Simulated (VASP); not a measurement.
# CaF2 (Fluorite) (Fm-3m) in VASP: single point with PBE

Aim: the single point of CaF2 (Fluorite) with PBE.

All numbers are computed with VASP 6.6.1; they aren't measurements. Logs are shortened: lines on timing, memory, paths and dates and some standing lists are left out, and cuts for length are marked.

## Step 1: The cell of the first run

The structure is cubic, space group Fm-3m (No. 225). Conventional cell: a = 5.369 Å, b = 5.369 Å, c = 5.369 Å, α = 90.00°, β = 90.00°, γ = 90.00°. Within 3.1 Å of Ca (site symmetry m-3m) lie 8 F at 2.33 Å. F (site symmetry -43m) has 4 Ca at 2.33 Å and 6 F at 2.68 Å within 3.1 Å.

## Step 2: Single point, PBE

Input file INCAR:

```
PREC = Accurate
ENCUT = 600
EDIFF = 1E-6
ISMEAR = 0
SIGMA = 0.01
LREAL = False
LASPH = True
NELM = 120
ALGO = Normal
ISIF = 2
LWAVE = False
LCHARG = True
GGA = PE
LELF = True
LVHAR = True
NBANDS = 19
GGA_COMPAT = False
```

Input file KPOINTS:

```
regular mesh
0
Gamma
  6 6 6
```

Input file POSCAR:

```
CaF2
1.0
    0.0000000000      2.6847029205      2.6847029205
    2.6847029205      0.0000000000      2.6847029205
    2.6847029205      2.6847029205      0.0000000000
Ca F
1 2
Direct
    0.0000000000      0.0000000000      0.0000000000
    0.2500000000      0.2500000000      0.2500000000
    0.7500000000      0.7500000000      0.7500000000
```

Potentials or basis: VASP PAW PBE potentials, release 64 (Ca_sv, F).

Command:

```bash
cat potpaw_PBE.64/Ca_sv/POTCAR potpaw_PBE.64/F/POTCAR > POTCAR
mpirun -np 1 vasp_std > vasp.out
```

OUTCAR:

```text
PREC = Accurate
   ENCUT = 600
   EDIFF = 1E-6
   ISMEAR = 0
   LREAL = False
   LASPH = True
   NELM = 120
   ISIF = 2
   GGA = PE

 ion  position               nearest neighbor table
   1  0.000  0.000  0.000-   3 2.33   3 2.33   3 2.33   2 2.33   3 2.33   2 2.33   2 2.33   2 2.33

   2  0.250  0.250  0.250-   1 2.33   1 2.33   1 2.33   1 2.33
   3  0.750  0.750  0.750-   1 2.33   1 2.33   1 2.33   1 2.33

  LATTYP: Found a face centered cubic cell.
 ALAT       =     5.3694058410

  Lattice vectors:

 A1 = (   0.0000000000,   2.6847029205,   2.6847029205)
 A2 = (   2.6847029205,   0.0000000000,   2.6847029205)
 A3 = (   2.6847029205,   2.6847029205,   0.0000000000)

Analysis of symmetry for initial positions (statically):
=====================================================================
 Subroutine PRICEL returns:
 Original cell was already a primitive cell.

 Routine SETGRP: Setting up the symmetry group for a
 face centered cubic supercell.

 Subroutine GETGRP returns: Found 48 space group operations
 (whereof 48 operations were pure point group operations)
 out of a pool of 48 trial point group operations.

The static configuration has the point symmetry O_h .

Analysis of symmetry for dynamics (positions and initial velocities):
=====================================================================
 Subroutine PRICEL returns:
 Original cell was already a primitive cell.

 Routine SETGRP: Setting up the symmetry group for a
 face centered cubic supercell.

 Subroutine GETGRP returns: Found 48 space group operations
 (whereof 48 operations were pure point group operations)
 out of a pool of 48 trial point group operations.

The dynamic configuration has the point symmetry O_h .

 Subroutine INISYM returns: Found 48 space group operations
 (whereof 48 operations are pure point group operations),
 and found     1 'primitive' translations

----------------------------------------------------------------------------------------

                                     Primitive cell

  volume of cell :      38.7007

  direct lattice vectors                    reciprocal lattice vectors
     0.000000000  2.684702920  2.684702920    -0.186240346  0.186240346  0.186240346
     2.684702920  0.000000000  2.684702920     0.186240346 -0.186240346  0.186240346
     2.684702920  2.684702920  0.000000000     0.186240346  0.186240346 -0.186240346

  length of vectors
     3.796743281  3.796743281  3.796743281     0.322577741  0.322577741  0.322577741

  position of ions in fractional coordinates (direct lattice)
     0.000000000  0.000000000  0.000000000
     0.250000000  0.250000000  0.250000000
     0.750000000  0.750000000  0.750000000

  ion indices of the primitive-cell ions
   primitive index   ion index
                 1           1
                 2           2
                 3           3

----------------------------------------------------------------------------------------

 KPOINTS: regular mesh

Automatic generation of k-mesh.
 Grid dimensions read from file:
 generate k-points for:    6    6    6

 Generating k-lattice:

  Cartesian coordinates                     Fractional coordinates (reciprocal lattice)
    -0.031040058  0.031040058  0.031040058     0.166666667  0.000000000  0.000000000
     0.031040058 -0.031040058  0.031040058     0.000000000  0.166666667  0.000000000
     0.031040058  0.031040058 -0.031040058     0.000000000  0.000000000  0.166666667

  Length of vectors
     0.053762957  0.053762957  0.053762957

  Shift w.r.t. Gamma in fractional coordinates (k-lattice)
     0.000000000  0.000000000  0.000000000

 Subroutine IBZKPT returns following result:
 ===========================================

 Found     16 irreducible k-points:

 Following reciprocal coordinates:
            Coordinates               Weight
  0.000000  0.000000  0.000000      1.000000
  0.166667  0.000000  0.000000      8.000000
  0.333333  0.000000  0.000000      8.000000
  0.500000  0.000000  0.000000      4.000000
  0.166667  0.166667  0.000000      6.000000
  0.333333  0.166667  0.000000     24.000000
[... 8 lines left out ...]
 -0.333333  0.333333  0.166667     24.000000
 -0.333333  0.500000  0.166667     12.000000
   k-points           NKPTS =     16   k-points in BZ     NKDIM =     16   number of bands    NBANDS=     19
   number of dos      NEDOS =    301   number of ions     NIONS =      3
   total plane-waves  NPLWV =  27000
   dimension x,y,z NGX =    30 NGY =   30 NGZ =   30
   dimension x,y,z NGXF=    60 NGYF=   60 NGZF=   60
   ions per type =               1   2
   NGX,Y,Z   is equivalent  to a cutoff of  13.14, 13.14, 13.14 a.u.
   NGXF,Y,Z  is equivalent  to a cutoff of  26.27, 26.27, 26.27 a.u.
 SYSTEM =  unknown system
   PREC   = accura    normal or accurate (medium, high low for compatibility)
   ISTART =      0    job   : 0-new  1-cont  2-samecut
   ICHARG =      2    charge: 1-file 2-atom 10-const
   ISPIN  =      1    spin polarized calculation?
   LNONCOLLINEAR =      F non collinear calculations
   LSORBIT =      F    spin-orbit coupling
   LASPH  =      T    aspherical Exc in radial PAW
   ENCUT  =  600.0 eV  44.10 Ry    6.64 a.u.   7.58  7.58  7.58*2*pi/ulx,y,z
   NELM   =    120;   NELMIN=  2; NELMDL= -5     # of ELM steps
   EDIFF  = 0.1E-05   stopping-criterion for ELM
   LREAL  =      F    real-space projection
   EDIFFG = 0.1E-04   stopping-criterion for IOM
   NSW    =      0    number of steps for IOM
   IBRION =     -1    ionic relax: 0-MD 1-quasi-New 2-CG
   NFREE  =      0    steps in history (QN), initial steepest desc. (CG)
   ISIF   =      2    stress and relaxation
   ISYM   =      2    0-nonsym 1-usesym 2-fastsym
   POTIM  = 0.5000    time-step for ionic-motion
   TEBEG  =    0.0;   TEEND  =   0.0 temperature during run
   PSTRESS=    0.0 pullay stress
   NELECT =      24.0000    total number of electrons
   NUPDOWN=      -1.0000    fix difference up-down
   EMIN   =  10.00;   EMAX   =-10.00  energy-range for DOS
   EFERMI =   0.00;   METHOD = LEGACY
   ISMEAR =     0;   SIGMA  =   0.01  broadening in eV -4-tet -1-fermi 0-gaus
   EFERMI_NEDOS =   21; number of points for ismear=-14 and -15
   IALGO  =     38    algorithm
   IMIX   =      4    mixing-type and parameters
     AMIX     =   0.40;   BMIX     =  1.00
     AMIX_MAG =   1.60;   BMIX_MAG =  1.00
  volume/ion in A,a.u.               =      12.90        87.06
  Fermi-wavevector in a.u.,A,eV,Ry     =   1.396065  2.638181 26.517725  1.948998
  Thomas-Fermi vector in A             =   2.519456
   LORBIT       =      0    0 simple, 1 ext, 2 COOP (PROOUT), +10 PAW based schemes
   GGA     = PE    functional components
   LHFCALC =     F    Hartree Fock is set to
   AEXX    =    0.0000 exact exchange contribution
   IVDW    =     0    specifies the selected vdW correction
   LEPSILON=     F    determine dielectric tensor
   LRPA    =     F    only Hartree local field effects (RPA)
 non-spin polarized calculation
 Gauss-broadening in eV      SIGMA  =   0.01
  energy-cutoff  :      600.00
  volume of cell :       38.70
 maximum number of plane-waves:      1308
   NGX = 15   NGY = 15   NGZ = 15

 number of electron      23.9999985 magnetization

 Free energy of the ion-electron system (eV)
  ---------------------------------------------------
  ext. energy  EPLUGINS =         0.00000000
  ---------------------------------------------------
  free energy    TOTEN  =       -17.26685876 eV

  energy without entropy =      -17.26685876  energy(sigma->0) =      -17.26685876

 E-fermi :  -0.6277     XC(G=0):  -9.8889

 val. band max:       -0.6880195777   @ k =   0.5000   0.5000   0.0000
 cond. band min:       6.9017882065   @ k =   0.0000   0.0000   0.0000
 fundamental gap:      7.5898077843
 Fermi energy:        -0.6277014686

 k-point     1 :       0.0000    0.0000    0.0000
  band No.  band energies     occupation
      1     -36.4693      2.00000
      2     -20.7517      2.00000
      3     -19.8998      2.00000
      4     -17.4072      2.00000
      5     -17.4072      2.00000
      6     -17.4072      2.00000
[... 11 lines left out ...]
     18      10.9501      0.00000
     19      16.6950      0.00000

 k-point     2 :       0.1667    0.0000    0.0000
  band No.  band energies     occupation
      1     -36.4581      2.00000
      2     -20.8227      2.00000
      3     -19.9818      2.00000
      4     -17.4203      2.00000
      5     -17.4203      2.00000
      6     -17.2784      2.00000
[... 11 lines left out ...]
     18      10.8716      0.00000
     19      15.5719      0.00000

 k-point     3 :       0.3333    0.0000    0.0000
  band No.  band energies     occupation
      1     -36.4358      2.00000
      2     -20.8982      2.00000
      3     -20.2180      2.00000
      4     -17.4463      2.00000
      5     -17.4463      2.00000
      6     -17.0045      2.00000
[... 11 lines left out ...]
     18      10.7164      0.00000
     19      14.0483      0.00000

 k-point     4 :       0.5000    0.0000    0.0000
  band No.  band energies     occupation
      1     -36.4246      2.00000
      2     -20.8945      2.00000
      3     -20.3770      2.00000
      4     -17.4593      2.00000
      5     -17.4593      2.00000
      6     -16.8629      2.00000
[... 231 lines left out ...]
     18      11.7186      0.00000
     19      15.1581      0.00000

 k-point    15 :      -0.3333    0.3333    0.1667
  band No.  band energies     occupation
      1     -36.4135      2.00000
      2     -20.7808      2.00000
      3     -20.6572      2.00000
      4     -17.5131      2.00000
      5     -17.1370      2.00000
      6     -17.0013      2.00000
[... 11 lines left out ...]
     18      12.9756      0.00000
     19      14.5265      0.00000

 k-point    16 :      -0.3333    0.5000    0.1667
  band No.  band energies     occupation
      1     -36.4099      2.00000
      2     -20.9409      2.00000
      3     -20.5125      2.00000
      4     -17.5400      2.00000
      5     -17.2675      2.00000
      6     -16.8401      2.00000
[... 11 lines left out ...]
     18      14.2708      0.00000
     19      14.4661      0.00000

------------------------ aborting loop because EDIFF is reached ----------------------------------------

  FORCE on cell =-STRESS in cart. coord.  units (eV):
  Direction    XX          YY          ZZ          XY          YZ          ZX
  --------------------------------------------------------------------------------------
  -------------------------------------------------------------------------------------
  Total        1.8182740      1.8182740      1.8182740      0.0000000      0.0000000     -0.0000000
  in kB       75.2750787     75.2750787     75.2750787      0.0000000      0.0000000     -0.0000000
  external PRESSURE =      75.2750787 kB  Pullay stress =       0.0000000 kB

 VOLUME and BASIS-vectors are now :
 -----------------------------------------------------------------------------
  energy-cutoff  :      600.00
  volume of cell :       38.70
      direct lattice vectors                 reciprocal lattice vectors
     0.000000000  2.684702920  2.684702920    -0.186240346  0.186240346  0.186240346
     2.684702920  0.000000000  2.684702920     0.186240346 -0.186240346  0.186240346
     2.684702920  2.684702920  0.000000000     0.186240346  0.186240346 -0.186240346

 POSITION                                       TOTAL-FORCE (eV/Angst)
 -----------------------------------------------------------------------------------
      0.00000      0.00000      0.00000         0.000000      0.000000     -0.000000
      1.34235      1.34235      1.34235         0.000000     -0.000000     -0.000000
      4.02705      4.02705      4.02705        -0.000000      0.000000      0.000000
 -----------------------------------------------------------------------------------
    total drift:                                0.000000     -0.000000      0.000000

  FREE ENERGIE OF THE ION-ELECTRON SYSTEM (eV)
  ---------------------------------------------------
  free  energy   TOTEN  =       -17.2668587599 eV

  energy  without entropy=      -17.2668587599  energy(sigma->0) =      -17.26685876
```

It took 7.9 s on 1 thread of Intel Xeon 6975P-C (Granite Rapids), shared host; peak memory 0.17 GiB.

Results:

| Quantity | Value |
| --- | --- |
| Free energy | -17.2669 eV |
| Pressure | 7.5 GPa |
| Band gap on the k mesh | 7.59 eV, indirect (least direct gap 7.85 eV) |
